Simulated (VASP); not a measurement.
# KMgF3 (Pm-3m) in VASP: notebook

The runs below take KMgF3 through single point, with PBEsol.

All numbers are computed with VASP 6.6.1; they aren't measurements. Logs are shortened: lines on timing, memory, paths and dates and some standing lists are left out, and cuts for length are marked.

**1. The cell of the first run**

The structure is cubic, space group Pm-3m (No. 221). Conventional cell: a = 3.824 Å, b = 3.824 Å, c = 3.824 Å, α = 90.00°, β = 90.00°, γ = 90.00°. Within 3.6 Å of K (site symmetry m-3m) lie 12 F at 2.70 Å and 8 Mg at 3.31 Å. Mg (site symmetry m-3m) has 6 F at 1.91 Å within 2.5 Å. F (site symmetry 4/mmm) has 2 Mg at 1.91 Å within 2.5 Å.

**2. Single point, PBEsol (volume scaled by 0.88)**

The input, INCAR:

```
ALGO     = Normal         # electronic algorithm
EDIFF    = 1E-6           # SCF threshold, eV
ENCUT    = 520            # plane-wave cutoff, eV
GGA      = PS             # functional
ISIF     = 2              # what is computed and relaxed
ISMEAR   = 0              # smearing method
LASPH    = True           # aspherical terms in the spheres
LCHARG   = False          # write CHGCAR
LREAL    = False          # projectors in reciprocal space
LWAVE    = False          # write WAVECAR
NBANDS   = 24             # bands
NELM     = 60             # most SCF steps
PREC     = Accurate       # precision mode
SIGMA    = 0.02           # smearing width, eV
```

The input, KPOINTS:

```
k-points
0
Gamma
  6 6 6
```

The input, POSCAR:

```
KMgF3
1.0
    3.8243985192      0.0000000000      0.0000000000
    0.0000000000      3.8243985192      0.0000000000
    0.0000000000      0.0000000000      3.8243985192
K Mg F
1 1 3
Direct
    0.5000000000      0.5000000000      0.5000000000
    0.0000000000      0.0000000000      0.0000000000
    0.5000000000      0.0000000000      0.0000000000
    0.0000000000      0.5000000000      0.0000000000
    0.0000000000      0.0000000000      0.5000000000
```

Potentials or basis: VASP PAW PBE potentials, release 64 (K_sv, Mg, F).

Run with:

```
$ cat potpaw_PBE.64/K_sv/POTCAR potpaw_PBE.64/Mg/POTCAR potpaw_PBE.64/F/POTCAR > POTCAR
$ mpirun -np 1 vasp_std > vasp.out
```

OUTCAR:

```text
EDIFF = 1E-6
   ENCUT = 520
   GGA = PS
   ISIF = 2
   ISMEAR = 0
   LASPH = True
   LREAL = False
   NELM = 60
   PREC = Accurate

 ion  position               nearest neighbor table
   1  0.500  0.500  0.500-   3 2.70   4 2.70   5 2.70   3 2.70   4 2.70   3 2.70   5 2.70   3 2.70
                             4 2.70   5 2.70   4 2.70   5 2.70   2 3.31   2 3.31   2 3.31   2 3.31
   2  0.000  0.000  0.000-   3 1.91   4 1.91   5 1.91   5 1.91   4 1.91   3 1.91   1 3.31   1 3.31
                             1 3.31   1 3.31   1 3.31   1 3.31   1 3.31   1 3.31
   3  0.500  0.000  0.000-   2 1.91   2 1.91   1 2.70   1 2.70   1 2.70   1 2.70
   4  0.000  0.500  0.000-   2 1.91   2 1.91   1 2.70   1 2.70   1 2.70   1 2.70
   5  0.000  0.000  0.500-   2 1.91   2 1.91   1 2.70   1 2.70   1 2.70   1 2.70

  LATTYP: Found a simple cubic cell.
 ALAT       =     3.8243985192

  Lattice vectors:

 A1 = (   3.8243985192,   0.0000000000,   0.0000000000)
 A2 = (   0.0000000000,   3.8243985192,   0.0000000000)
 A3 = (   0.0000000000,   0.0000000000,   3.8243985192)

Analysis of symmetry for initial positions (statically):
=====================================================================
 Subroutine PRICEL returns:
 Original cell was already a primitive cell.

 Routine SETGRP: Setting up the symmetry group for a
 simple cubic supercell.

 Subroutine GETGRP returns: Found 48 space group operations
 (whereof 48 operations were pure point group operations)
 out of a pool of 48 trial point group operations.

The static configuration has the point symmetry O_h .

Analysis of symmetry for dynamics (positions and initial velocities):
=====================================================================
 Subroutine PRICEL returns:
 Original cell was already a primitive cell.

 Routine SETGRP: Setting up the symmetry group for a
 simple cubic supercell.

 Subroutine GETGRP returns: Found 48 space group operations
 (whereof 48 operations were pure point group operations)
 out of a pool of 48 trial point group operations.

The dynamic configuration has the point symmetry O_h .

 Subroutine INISYM returns: Found 48 space group operations
 (whereof 48 operations are pure point group operations),
 and found     1 'primitive' translations

----------------------------------------------------------------------------------------

                                     Primitive cell

  volume of cell :      55.9357

  direct lattice vectors                    reciprocal lattice vectors
     3.824398519  0.000000000  0.000000000     0.261479026  0.000000000  0.000000000
     0.000000000  3.824398519  0.000000000     0.000000000  0.261479026  0.000000000
     0.000000000  0.000000000  3.824398519     0.000000000  0.000000000  0.261479026

  length of vectors
     3.824398519  3.824398519  3.824398519     0.261479026  0.261479026  0.261479026

  position of ions in fractional coordinates (direct lattice)
     0.500000000  0.500000000  0.500000000
     0.000000000  0.000000000  0.000000000
     0.500000000  0.000000000  0.000000000
     0.000000000  0.500000000  0.000000000
     0.000000000  0.000000000  0.500000000

  ion indices of the primitive-cell ions
   primitive index   ion index
                 1           1
                 2           2
                 3           3
                 4           4
                 5           5

----------------------------------------------------------------------------------------

 KPOINTS: k-points

Automatic generation of k-mesh.
 Grid dimensions read from file:
 generate k-points for:    6    6    6

 Generating k-lattice:

  Cartesian coordinates                     Fractional coordinates (reciprocal lattice)
     0.043579838  0.000000000  0.000000000     0.166666667  0.000000000  0.000000000
     0.000000000  0.043579838  0.000000000     0.000000000  0.166666667  0.000000000
     0.000000000  0.000000000  0.043579838     0.000000000  0.000000000  0.166666667

  Length of vectors
     0.043579838  0.043579838  0.043579838

  Shift w.r.t. Gamma in fractional coordinates (k-lattice)
     0.000000000  0.000000000  0.000000000

 Subroutine IBZKPT returns following result:
 ===========================================

 Found     20 irreducible k-points:

 Following reciprocal coordinates:
            Coordinates               Weight
  0.000000  0.000000  0.000000      1.000000
  0.166667  0.000000  0.000000      6.000000
  0.333333  0.000000  0.000000      6.000000
  0.500000  0.000000  0.000000      3.000000
  0.166667  0.166667  0.000000     12.000000
  0.333333  0.166667  0.000000     24.000000
[... 12 lines left out ...]
  0.500000  0.500000  0.333333      6.000000
  0.500000  0.500000  0.500000      1.000000
   k-points           NKPTS =     20   k-points in BZ     NKDIM =     20   number of bands    NBANDS=     24
   number of dos      NEDOS =    301   number of ions     NIONS =      5
   total plane-waves  NPLWV =  21952
   dimension x,y,z NGX =    28 NGY =   28 NGZ =   28
   dimension x,y,z NGXF=    56 NGYF=   56 NGZF=   56
   ions per type =               1   1   3
   NGX,Y,Z   is equivalent  to a cutoff of  12.17, 12.17, 12.17 a.u.
   NGXF,Y,Z  is equivalent  to a cutoff of  24.34, 24.34, 24.34 a.u.
 SYSTEM =  unknown system
   PREC   = accura    normal or accurate (medium, high low for compatibility)
   ISTART =      0    job   : 0-new  1-cont  2-samecut
   ICHARG =      2    charge: 1-file 2-atom 10-const
   ISPIN  =      1    spin polarized calculation?
   LNONCOLLINEAR =      F non collinear calculations
   LSORBIT =      F    spin-orbit coupling
   LASPH  =      T    aspherical Exc in radial PAW
   ENCUT  =  520.0 eV  38.22 Ry    6.18 a.u.   7.11  7.11  7.11*2*pi/ulx,y,z
   NELM   =     60;   NELMIN=  2; NELMDL= -5     # of ELM steps
   EDIFF  = 0.1E-05   stopping-criterion for ELM
   LREAL  =      F    real-space projection
   EDIFFG = 0.1E-04   stopping-criterion for IOM
   NSW    =      0    number of steps for IOM
   IBRION =     -1    ionic relax: 0-MD 1-quasi-New 2-CG
   NFREE  =      0    steps in history (QN), initial steepest desc. (CG)
   ISIF   =      2    stress and relaxation
   ISYM   =      2    0-nonsym 1-usesym 2-fastsym
   POTIM  = 0.5000    time-step for ionic-motion
   TEBEG  =    0.0;   TEEND  =   0.0 temperature during run
   PSTRESS=    0.0 pullay stress
   NELECT =      32.0000    total number of electrons
   NUPDOWN=      -1.0000    fix difference up-down
   EMIN   =  10.00;   EMAX   =-10.00  energy-range for DOS
   EFERMI =   0.00;   METHOD = LEGACY
   ISMEAR =     0;   SIGMA  =   0.02  broadening in eV -4-tet -1-fermi 0-gaus
   EFERMI_NEDOS =   21; number of points for ismear=-14 and -15
   IALGO  =     38    algorithm
   IMIX   =      4    mixing-type and parameters
     AMIX     =   0.40;   BMIX     =  1.00
     AMIX_MAG =   1.60;   BMIX_MAG =  1.00
  volume/ion in A,a.u.               =      11.19        75.49
  Fermi-wavevector in a.u.,A,eV,Ry     =   1.359028  2.568190 25.129371  1.846957
  Thomas-Fermi vector in A             =   2.485811
   LORBIT       =      0    0 simple, 1 ext, 2 COOP (PROOUT), +10 PAW based schemes
   GGA     = PS    functional components
   LHFCALC =     F    Hartree Fock is set to
   AEXX    =    0.0000 exact exchange contribution
   IVDW    =     0    specifies the selected vdW correction
   LEPSILON=     F    determine dielectric tensor
   LRPA    =     F    only Hartree local field effects (RPA)
 non-spin polarized calculation
 Gauss-broadening in eV      SIGMA  =   0.02
  energy-cutoff  :      520.00
  volume of cell :       55.94
 maximum number of plane-waves:      1532
   NGX = 15   NGY = 15   NGZ = 15

 number of electron      31.9999988 magnetization

 Free energy of the ion-electron system (eV)
  ---------------------------------------------------
  ext. energy  EPLUGINS =         0.00000000
  ---------------------------------------------------
  free energy    TOTEN  =       -24.99879840 eV

  energy without entropy =      -24.99879840  energy(sigma->0) =      -24.99879840

 E-fermi :  -0.8202     XC(G=0): -10.6029

 val. band max:       -1.0300068192   @ k =   0.5000   0.5000   0.5000
 cond. band min:       7.0811057398   @ k =   0.0000   0.0000   0.0000
 fundamental gap:      8.1111125590
 Fermi energy:        -0.8201684271

 k-point     1 :       0.0000    0.0000    0.0000
  band No.  band energies     occupation
      1     -26.2968      2.00000
      2     -21.3888      2.00000
      3     -20.5487      2.00000
      4     -20.5487      2.00000
      5      -9.8828      2.00000
      6      -9.8828      2.00000
[... 16 lines left out ...]
     23      14.3547      0.00000
     24      17.2685      0.00000

 k-point     2 :       0.1667    0.0000    0.0000
  band No.  band energies     occupation
      1     -26.2812      2.00000
      2     -21.3584      2.00000
      3     -20.5983      2.00000
      4     -20.5444      2.00000
      5      -9.8630      2.00000
      6      -9.8574      2.00000
[... 16 lines left out ...]
     23      14.3505      0.00000
     24      17.1269      0.00000

 k-point     3 :       0.3333    0.0000    0.0000
  band No.  band energies     occupation
      1     -26.2495      2.00000
      2     -21.2863      2.00000
      3     -20.7100      2.00000
      4     -20.5382      2.00000
      5      -9.8240      2.00000
      6      -9.8055      2.00000
[... 16 lines left out ...]
     23      14.1176      0.00000
     24      16.5755      0.00000
[... 406 lines left out ...]
 k-point    19 :       0.5000    0.5000    0.3333
  band No.  band energies     occupation
      1     -26.1730      2.00000
      2     -20.8077      2.00000
      3     -20.7956      2.00000
      4     -20.7956      2.00000
      5     -10.1340      2.00000
      6     -10.1340      2.00000
[... 16 lines left out ...]
     23      14.7886      0.00000
     24      14.7886      0.00000

 k-point    20 :       0.5000    0.5000    0.5000
  band No.  band energies     occupation
      1     -26.1666      2.00000
      2     -20.7863      2.00000
      3     -20.7863      2.00000
      4     -20.7863      2.00000
      5     -10.1870      2.00000
      6     -10.1870      2.00000
[... 16 lines left out ...]
     23      15.2140      0.00000
     24      15.2140      0.00000

------------------------ aborting loop because EDIFF is reached ----------------------------------------

  FORCE on cell =-STRESS in cart. coord.  units (eV):
  Direction    XX          YY          ZZ          XY          YZ          ZX
  --------------------------------------------------------------------------------------
  -------------------------------------------------------------------------------------
  Total        4.2400842      4.2400842      4.2400842      0.0000000     -0.0000000      0.0000000
  in kB      121.4494751    121.4494751    121.4494751      0.0000000     -0.0000000      0.0000000
  external PRESSURE =     121.4494751 kB  Pullay stress =       0.0000000 kB

 VOLUME and BASIS-vectors are now :
 -----------------------------------------------------------------------------
  energy-cutoff  :      520.00
  volume of cell :       55.94
      direct lattice vectors                 reciprocal lattice vectors
     3.824398519  0.000000000  0.000000000     0.261479026  0.000000000  0.000000000
     0.000000000  3.824398519  0.000000000     0.000000000  0.261479026  0.000000000
     0.000000000  0.000000000  3.824398519     0.000000000  0.000000000  0.261479026

 POSITION                                       TOTAL-FORCE (eV/Angst)
 -----------------------------------------------------------------------------------
      1.91220      1.91220      1.91220         0.000000      0.000000      0.000000
      0.00000      0.00000      0.00000         0.000000      0.000000      0.000000
      1.91220      0.00000      0.00000         0.000000      0.000000      0.000000
      0.00000      1.91220      0.00000         0.000000      0.000000      0.000000
      0.00000      0.00000      1.91220         0.000000      0.000000      0.000000
 -----------------------------------------------------------------------------------
    total drift:                                0.000000      0.000000     -0.000000

  FREE ENERGIE OF THE ION-ELECTRON SYSTEM (eV)
  ---------------------------------------------------
  free  energy   TOTEN  =       -24.9987983999 eV

  energy  without entropy=      -24.9987983999  energy(sigma->0) =      -24.99879840
```

It took 25 s on 1 thread of Intel Xeon Platinum 8259CL at 2.50GHz (Skylake/Cascade Lake), shared host; peak memory 0.17 GiB.

Results:

* Free energy: -24.9988 eV
* Pressure: 12.1 GPa
* Band gap on the k mesh: 8.11 eV, indirect (least direct gap 8.43 eV)

Caveat: the PAW data sets were made with another functional, which shifts forces and pressure a little. A k mesh can miss the band edges.

**3. Single point, PBEsol (volume scaled by 0.91)**

The input, INCAR:

```
SYSTEM = KMgF3
PREC = Accurate ; ENCUT = 520
EDIFF = 1E-7 ; ISMEAR = 0
SIGMA = 0.02 ; LREAL = .False.
LASPH = .True. ; NELM = 80
ALGO = Normal ; ISIF = 2
LWAVE = .False. ; LCHARG = .False.
GGA = PS ; NBANDS = 24
```

The input, KPOINTS:

```
regular mesh
0
Gamma
  6 6 6
  0 0 0
```

Changes to POSCAR since step 2:

```diff
@@ -2,5 +2,5 @@
 1.0
-    3.8243985192      0.0000000000      0.0000000000
-    0.0000000000      3.8243985192      0.0000000000
-    0.0000000000      0.0000000000      3.8243985192
+    3.8673728861      0.0000000000      0.0000000000
+    0.0000000000      3.8673728861      0.0000000000
+    0.0000000000      0.0000000000      3.8673728861
 K Mg F
```

Potentials or basis: VASP PAW PBE potentials, release 64 (K_sv, Mg, F).

Run with:

```
$ cat potpaw_PBE.64/K_sv/POTCAR potpaw_PBE.64/Mg/POTCAR potpaw_PBE.64/F/POTCAR > POTCAR
$ mpirun -np 1 vasp_std > vasp.out
```

It took 31 s on 1 thread of Intel Xeon Platinum 8259CL at 2.50GHz (Skylake/Cascade Lake), shared host; peak memory 0.18 GiB.

The run converged. Its results:

```yaml
Free_energy: -25.1236 eV
Pressure: 8.2 GPa
Band_gap_on_the_k_mesh: 7.83 eV, indirect (least direct gap 8.15 eV)
```

Levels at points of the mesh, in eV from the valence-band top:
```
           k point  band 14  band 15  band 16  band 17  band 18  band 19
(0.00, 0.00, 0.00)    -0.32    -0.32    -0.32     7.83    10.04    10.04
(0.50, 0.00, 0.00)    -0.98    -0.59    -0.59    10.53    11.23    11.24
(0.50, 0.50, 0.00)    -0.98    -0.98    -0.03    11.33    12.02    13.16
(0.50, 0.50, 0.50)     0.00     0.00     0.00    10.66    10.66    10.66
```

Caveat: the PAW data sets were made with another functional, which shifts forces and pressure a little. A k mesh can miss the band edges.

**4. Single point, PBEsol (volume scaled by 0.94)**

The input, INCAR:

```
SYSTEM = KMgF3
ALGO = Normal ; EDIFF = 1E-6
ENCUT = 520 ; GGA = PS
ISIF = 2 ; ISMEAR = 0
LASPH = .True. ; LCHARG = .False.
LREAL = .False. ; LWAVE = .False.
NBANDS = 24 ; NELM = 80
PREC = Accurate ; SIGMA = 0.02
```

The input, KPOINTS:

```
k-points
0
Gamma
  6 6 6
  0 0 0
```

Changes to POSCAR since step 3:

```diff
@@ -2,5 +2,5 @@
 1.0
-    3.8673728861      0.0000000000      0.0000000000
-    0.0000000000      3.8673728861      0.0000000000
-    0.0000000000      0.0000000000      3.8673728861
+    3.9094128415      0.0000000000      0.0000000000
+    0.0000000000      3.9094128415      0.0000000000
+    0.0000000000      0.0000000000      3.9094128415
 K Mg F
```

Run with:

```
$ cat potpaw_PBE.64/K_sv/POTCAR potpaw_PBE.64/Mg/POTCAR potpaw_PBE.64/F/POTCAR > POTCAR
$ mpirun -np 1 vasp_std > vasp.out
```

Run time: 37 s. Hardware: 1 thread of Intel Xeon Platinum 8259CL at 2.50GHz (Skylake/Cascade Lake), shared host; peak memory 0.18 GiB.

The run converged. Its results:

```
Free energy            : -25.2050 eV
Pressure               : 4.8 GPa
Band gap on the k mesh : 7.57 eV, indirect (least direct gap 7.89 eV)
```

Levels at points of the mesh, in eV from the valence-band top:
```csv
k point,band 12,band 13,band 14,band 15,band 16,band 17,band 18,band 19,band 20,band 21
"(0.00, 0.00, 0.00)",-0.69,-0.69,-0.32,-0.32,-0.32,7.57,10.00,10.00,12.27,12.27
"(0.50, 0.00, 0.00)",-0.98,-0.94,-0.94,-0.57,-0.57,10.32,10.89,11.15,12.95,13.02
"(0.50, 0.50, 0.00)",-1.17,-1.17,-0.96,-0.96,-0.02,11.15,11.86,13.00,13.00,13.01
"(0.50, 0.50, 0.50)",-1.18,-1.18,0.00,0.00,0.00,10.53,10.53,10.53,14.29,14.34
```

Caveat: the PAW data sets were made with another functional, which shifts forces and pressure a little.

**5. Single point, PBEsol (volume scaled by 0.97)**

The input, INCAR:

```
ALGO = Normal
EDIFF = 1E-7
ENCUT = 520
GGA = PS
ISIF = 2
ISMEAR = 0
LASPH = T
LCHARG = T
LELF = T
LREAL = F
LVHAR = T
LWAVE = F
NBANDS = 24
NELM = 60
PREC = Accurate
SIGMA = 0.02
```

The input, KPOINTS:

```
k-points
0
Gamma
  6 6 6
```

Changes to POSCAR since step 4:

```diff
@@ -2,5 +2,5 @@
 1.0
-    3.9094128415      0.0000000000      0.0000000000
-    0.0000000000      3.9094128415      0.0000000000
-    0.0000000000      0.0000000000      3.9094128415
+    3.9505675799      0.0000000000      0.0000000000
+    0.0000000000      3.9505675799      0.0000000000
+    0.0000000000      0.0000000000      3.9505675799
 K Mg F
```

Run with:

```
$ cat potpaw_PBE.64/K_sv/POTCAR potpaw_PBE.64/Mg/POTCAR potpaw_PBE.64/F/POTCAR > POTCAR
$ mpirun -np 1 vasp_std > vasp.out
```

It took 45 s on 1 thread of Intel Xeon Platinum 8259CL at 2.50GHz (Skylake/Cascade Lake), shared host; peak memory 0.18 GiB.

It converged, with:

- Free energy: -25.2494 eV
- Pressure: 2.0 GPa
- Band gap on the k mesh: 7.32 eV, indirect (least direct gap 7.65 eV)

Levels at points of the mesh, in eV from the valence-band top:
```csv
k point,band 13,band 14,band 15,band 16,band 17,band 18,band 19,band 20
"(0.00, 0.00, 0.00)",-0.66,-0.32,-0.32,-0.32,7.32,9.97,9.97,12.20
"(0.50, 0.00, 0.00)",-0.91,-0.91,-0.55,-0.55,10.12,10.56,11.07,12.86
"(0.50, 0.50, 0.00)",-1.11,-0.93,-0.93,-0.02,10.97,11.71,12.70,12.70
"(0.50, 0.50, 0.50)",-1.15,0.00,0.00,0.00,10.41,10.41,10.41,14.02
```

Caveat: the PAW data sets were made with another functional, which shifts forces and pressure a little. A k mesh can miss the band edges.

**6. Summary**

| cell | gap on the mesh (eV) | pressure (GPa) |
| --- | --- | --- |
| a = 3.824 Å, 5 atoms | 8.11 | 12.1 |
| a = 3.867 Å, 5 atoms | 7.83 | 8.2 |
| a = 3.909 Å, 5 atoms | 7.57 | 4.8 |
| a = 3.951 Å, 5 atoms | 7.32 | 2.0 |

Alike in all rows: task single point; level PBEsol; potentials or basis VASP PAW PBE potentials, release 64 (K_sv, Mg, F); no spin polarisation; k mesh 6 × 6 × 6; cutoff (eV) 520; smearing gaussian 0.02 eV.

Caveats: the PAW data sets were made with another functional, which shifts forces and pressure a little.

Total energies depend on the potentials used, so only differences within one code and one set of settings carry meaning.
